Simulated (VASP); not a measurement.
# BP (F-43m) in VASP: single point with PBEsol

Aim: the single point of BP with PBEsol.

Everything below comes from runs of VASP 6.6.1. Logs are shortened: lines on timing, memory, paths and dates and some standing lists are left out, and cuts for length are marked.

### Step 1. The cell of the first run

It takes space group F-43m (No. 216, cubic). The conventional cell has a = 4.538 Å, b = 4.538 Å, c = 4.538 Å, α = 90.00°, β = 90.00°, γ = 90.00°. B (site symmetry -43m) has 4 P at 1.97 Å within 2.6 Å. Within 2.6 Å of P (site symmetry -43m) lie 4 B at 1.97 Å.

### Step 2. Single point, PBEsol

INCAR

```
ALGO = Normal
EDIFF = 1E-6
ENCUT = 520
GGA = PS
ISIF = 2
ISMEAR = 0
LASPH = True
LCHARG = False
LREAL = False
LWAVE = False
NBANDS = 11
NELM = 60
PREC = Accurate
SIGMA = 0.01
```

KPOINTS

```
k-points
0
Gamma
  6 6 6
```

POSCAR

```
BP
1.0
    0.0000000000      2.2690000000      2.2690000000
    2.2690000000      0.0000000000      2.2690000000
    2.2690000000      2.2690000000      0.0000000000
B P
1 1
Direct
    0.0000000000      0.0000000000      0.0000000000
    0.2500000000      0.2500000000      0.2500000000
```

Potentials or basis: VASP PAW PBE potentials, release 64 (B, P).

Started as:

```sh
$ cat potpaw_PBE.64/B/POTCAR potpaw_PBE.64/P/POTCAR > POTCAR
$ mpirun -np 1 vasp_std > vasp.out
```

OUTCAR:

```text
EDIFF = 1E-6
   ENCUT = 520
   GGA = PS
   ISIF = 2
   ISMEAR = 0
   LASPH = True
   LREAL = False
   NELM = 60
   PREC = Accurate

 ion  position               nearest neighbor table
   1  0.000  0.000  0.000-   2 1.97   2 1.97   2 1.97   2 1.97
   2  0.250  0.250  0.250-   1 1.97   1 1.97   1 1.97   1 1.97

  LATTYP: Found a face centered cubic cell.
 ALAT       =     4.5380000000

  Lattice vectors:

 A1 = (   0.0000000000,   2.2690000000,   2.2690000000)
 A2 = (   2.2690000000,   0.0000000000,   2.2690000000)
 A3 = (   2.2690000000,   2.2690000000,   0.0000000000)

Analysis of symmetry for initial positions (statically):
=====================================================================
 Subroutine PRICEL returns:
 Original cell was already a primitive cell.

 Routine SETGRP: Setting up the symmetry group for a
 face centered cubic supercell.

 Subroutine GETGRP returns: Found 24 space group operations
 (whereof 24 operations were pure point group operations)
 out of a pool of 48 trial point group operations.

The static configuration has the point symmetry T_d .

Analysis of symmetry for dynamics (positions and initial velocities):
=====================================================================
 Subroutine PRICEL returns:
 Original cell was already a primitive cell.

 Routine SETGRP: Setting up the symmetry group for a
 face centered cubic supercell.

 Subroutine GETGRP returns: Found 24 space group operations
 (whereof 24 operations were pure point group operations)
 out of a pool of 48 trial point group operations.

The dynamic configuration has the point symmetry T_d .

 Subroutine INISYM returns: Found 24 space group operations
 (whereof 24 operations are pure point group operations),
 and found     1 'primitive' translations

----------------------------------------------------------------------------------------

                                     Primitive cell

  volume of cell :      23.3633

  direct lattice vectors                    reciprocal lattice vectors
     0.000000000  2.269000000  2.269000000    -0.220361393  0.220361393  0.220361393
     2.269000000  0.000000000  2.269000000     0.220361393 -0.220361393  0.220361393
     2.269000000  2.269000000  0.000000000     0.220361393  0.220361393 -0.220361393

  length of vectors
     3.208850573  3.208850573  3.208850573     0.381677128  0.381677128  0.381677128

  position of ions in fractional coordinates (direct lattice)
     0.000000000  0.000000000  0.000000000
     0.250000000  0.250000000  0.250000000

  ion indices of the primitive-cell ions
   primitive index   ion index
                 1           1
                 2           2

----------------------------------------------------------------------------------------

 KPOINTS: k-points

Automatic generation of k-mesh.
 Grid dimensions read from file:
 generate k-points for:    6    6    6

 Generating k-lattice:

  Cartesian coordinates                     Fractional coordinates (reciprocal lattice)
    -0.036726899  0.036726899  0.036726899     0.166666667  0.000000000  0.000000000
     0.036726899 -0.036726899  0.036726899     0.000000000  0.166666667  0.000000000
     0.036726899  0.036726899 -0.036726899     0.000000000  0.000000000  0.166666667

  Length of vectors
     0.063612855  0.063612855  0.063612855

  Shift w.r.t. Gamma in fractional coordinates (k-lattice)
     0.000000000  0.000000000  0.000000000

 Subroutine IBZKPT returns following result:
 ===========================================

 Found     16 irreducible k-points:

 Following reciprocal coordinates:
            Coordinates               Weight
  0.000000  0.000000  0.000000      1.000000
  0.166667  0.000000  0.000000      8.000000
  0.333333  0.000000  0.000000      8.000000
  0.500000  0.000000  0.000000      4.000000
  0.166667  0.166667  0.000000      6.000000
  0.333333  0.166667  0.000000     24.000000
[... 8 lines left out ...]
 -0.333333  0.333333  0.166667     24.000000
 -0.333333  0.500000  0.166667     12.000000
   k-points           NKPTS =     16   k-points in BZ     NKDIM =     16   number of bands    NBANDS=     11
   number of dos      NEDOS =    301   number of ions     NIONS =      2
   total plane-waves  NPLWV =  13824
   dimension x,y,z NGX =    24 NGY =   24 NGZ =   24
   dimension x,y,z NGXF=    48 NGYF=   48 NGZF=   48
   ions per type =               1   1
   NGX,Y,Z   is equivalent  to a cutoff of  12.43, 12.43, 12.43 a.u.
   NGXF,Y,Z  is equivalent  to a cutoff of  24.87, 24.87, 24.87 a.u.
 SYSTEM =  unknown system
   PREC   = accura    normal or accurate (medium, high low for compatibility)
   ISTART =      0    job   : 0-new  1-cont  2-samecut
   ICHARG =      2    charge: 1-file 2-atom 10-const
   ISPIN  =      1    spin polarized calculation?
   LNONCOLLINEAR =      F non collinear calculations
   LSORBIT =      F    spin-orbit coupling
   LASPH  =      T    aspherical Exc in radial PAW
   ENCUT  =  520.0 eV  38.22 Ry    6.18 a.u.   5.97  5.97  5.97*2*pi/ulx,y,z
   NELM   =     60;   NELMIN=  2; NELMDL= -5     # of ELM steps
   EDIFF  = 0.1E-05   stopping-criterion for ELM
   LREAL  =      F    real-space projection
   EDIFFG = 0.1E-04   stopping-criterion for IOM
   NSW    =      0    number of steps for IOM
   IBRION =     -1    ionic relax: 0-MD 1-quasi-New 2-CG
   NFREE  =      0    steps in history (QN), initial steepest desc. (CG)
   ISIF   =      2    stress and relaxation
   ISYM   =      2    0-nonsym 1-usesym 2-fastsym
   POTIM  = 0.5000    time-step for ionic-motion
   TEBEG  =    0.0;   TEEND  =   0.0 temperature during run
   PSTRESS=    0.0 pullay stress
   NELECT =       8.0000    total number of electrons
   NUPDOWN=      -1.0000    fix difference up-down
   EMIN   =  10.00;   EMAX   =-10.00  energy-range for DOS
   EFERMI =   0.00;   METHOD = LEGACY
   ISMEAR =     0;   SIGMA  =   0.01  broadening in eV -4-tet -1-fermi 0-gaus
   EFERMI_NEDOS =   21; number of points for ismear=-14 and -15
   IALGO  =     38    algorithm
   IMIX   =      4    mixing-type and parameters
     AMIX     =   0.40;   BMIX     =  1.00
     AMIX_MAG =   1.60;   BMIX_MAG =  1.00
  volume/ion in A,a.u.               =      11.68        78.83
  Fermi-wavevector in a.u.,A,eV,Ry     =   1.145320  2.164342 17.847562  1.311759
  Thomas-Fermi vector in A             =   2.282009
   LORBIT       =      0    0 simple, 1 ext, 2 COOP (PROOUT), +10 PAW based schemes
   GGA     = PS    functional components
   LHFCALC =     F    Hartree Fock is set to
   AEXX    =    0.0000 exact exchange contribution
   IVDW    =     0    specifies the selected vdW correction
   LEPSILON=     F    determine dielectric tensor
   LRPA    =     F    only Hartree local field effects (RPA)
 non-spin polarized calculation
 Gauss-broadening in eV      SIGMA  =   0.01
  energy-cutoff  :      520.00
  volume of cell :       23.36
 maximum number of plane-waves:       636
   NGX = 11   NGY = 11   NGZ = 11

 number of electron       8.0000000 magnetization

 Free energy of the ion-electron system (eV)
  ---------------------------------------------------
  ext. energy  EPLUGINS =         0.00000000
  ---------------------------------------------------
  free energy    TOTEN  =       -13.65408872 eV

  energy without entropy =      -13.65408872  energy(sigma->0) =      -13.65408872

 E-fermi :   7.4557     XC(G=0): -11.0434

 val. band max:        7.4119964938   @ k =   0.0000   0.0000   0.0000
 cond. band min:       8.6336753920   @ k =   0.5000   0.5000   0.0000
 fundamental gap:      1.2216788981
 Fermi energy:         7.4557060879

 k-point     1 :       0.0000    0.0000    0.0000
  band No.  band energies     occupation
      1      -8.0886      2.00000
      2       7.4120      2.00000
      3       7.4120      2.00000
      4       7.4120      2.00000
      5      10.7657      0.00000
      6      10.7657      0.00000
      7      10.7657      0.00000
      8      14.7545      0.00000
      9      18.6509      0.00000
     10      19.5295      0.00000
     11      19.5295      0.00000

 k-point     2 :       0.1667    0.0000    0.0000
  band No.  band energies     occupation
      1      -7.5891      2.00000
      2       4.5521      2.00000
      3       6.7397      2.00000
      4       6.7397      2.00000
      5      11.3819      0.00000
      6      11.6769      0.00000
      7      11.6769      0.00000
      8      16.0244      0.00000
      9      18.2898      0.00000
     10      18.2898      0.00000
     11      19.9136      0.00000

 k-point     3 :       0.3333    0.0000    0.0000
  band No.  band energies     occupation
      1      -6.1648      2.00000
      2       0.6371      2.00000
      3       5.9337      2.00000
      4       5.9337      2.00000
      5      11.2579      0.00000
      6      12.2142      0.00000
      7      12.2142      0.00000
      8      17.3690      0.00000
      9      19.2436      0.00000
     10      19.2436      0.00000
     11      20.6425      0.00000

 k-point     4 :       0.5000    0.0000    0.0000
  band No.  band energies     occupation
      1      -4.7378      2.00000
      2      -1.6873      2.00000
      3       5.6443      2.00000
      4       5.6443      2.00000
      5      11.1429      0.00000
      6      12.0582      0.00000
      7      12.0582      0.00000
      8      17.3371      0.00000
      9      22.0005      0.00000
     10      22.0005      0.00000
     11      22.0432      0.00000
[... 127 lines left out ...]
 k-point    14 :       0.5000    0.3333    0.1667
  band No.  band energies     occupation
      1      -4.9364      2.00000
      2       0.8734      2.00000
      3       2.3508      2.00000
      4       4.1102      2.00000
      5      11.3416      0.00000
      6      12.8266      0.00000
      7      13.8450      0.00000
      8      16.8946      0.00000
      9      20.0551      0.00000
     10      20.9149      0.00000
     11      25.0206      0.00000

 k-point    15 :      -0.3333    0.3333    0.1667
  band No.  band energies     occupation
      1      -3.6186      2.00000
      2      -0.7380      2.00000
      3       1.8603      2.00000
      4       3.3873      2.00000
      5      11.8270      0.00000
      6      13.0470      0.00000
      7      15.9532      0.00000
      8      16.5134      0.00000
      9      17.8475      0.00000
     10      22.1993      0.00000
     11      24.8837      0.00000

 k-point    16 :      -0.3333    0.5000    0.1667
  band No.  band energies     occupation
      1      -3.0055      2.00000
      2      -0.8183      2.00000
      3       2.0483      2.00000
      4       2.1691      2.00000
      5      11.1547      0.00000
      6      11.7501      0.00000
      7      16.4980      0.00000
      8      17.1261      0.00000
      9      20.3114      0.00000
     10      23.5681      0.00000
     11      23.8192      0.00000

------------------------ aborting loop because EDIFF is reached ----------------------------------------

  FORCE on cell =-STRESS in cart. coord.  units (eV):
  Direction    XX          YY          ZZ          XY          YZ          ZX
  --------------------------------------------------------------------------------------
  -------------------------------------------------------------------------------------
  Total       -0.2515947     -0.2515947     -0.2515947      0.0000000      0.0000000      0.0000000
  in kB      -17.2535564    -17.2535564    -17.2535564      0.0000000      0.0000000      0.0000000
  external PRESSURE =     -17.2535564 kB  Pullay stress =       0.0000000 kB

 VOLUME and BASIS-vectors are now :
 -----------------------------------------------------------------------------
  energy-cutoff  :      520.00
  volume of cell :       23.36
      direct lattice vectors                 reciprocal lattice vectors
     0.000000000  2.269000000  2.269000000    -0.220361393  0.220361393  0.220361393
     2.269000000  0.000000000  2.269000000     0.220361393 -0.220361393  0.220361393
     2.269000000  2.269000000  0.000000000     0.220361393  0.220361393 -0.220361393

 POSITION                                       TOTAL-FORCE (eV/Angst)
 -----------------------------------------------------------------------------------
      0.00000      0.00000      0.00000        -0.000000      0.000000     -0.000000
      1.13450      1.13450      1.13450         0.000000      0.000000      0.000000
 -----------------------------------------------------------------------------------
    total drift:                                0.000000      0.000000      0.000000

  FREE ENERGIE OF THE ION-ELECTRON SYSTEM (eV)
  ---------------------------------------------------
  free  energy   TOTEN  =       -13.6540887223 eV

  energy  without entropy=      -13.6540887223  energy(sigma->0) =      -13.65408872
```

It took 3.2 s on 1 thread of Intel Xeon Platinum 8375C at 2.90GHz (Ice Lake), shared host; peak memory 0.13 GiB.

Results:

* Free energy: -13.6541 eV
* Pressure: -1.7 GPa
* Band gap on the k mesh: 1.22 eV, indirect (least direct gap 3.35 eV)

Caveat: the PAW data sets were made with another functional, which shifts forces and pressure a little.
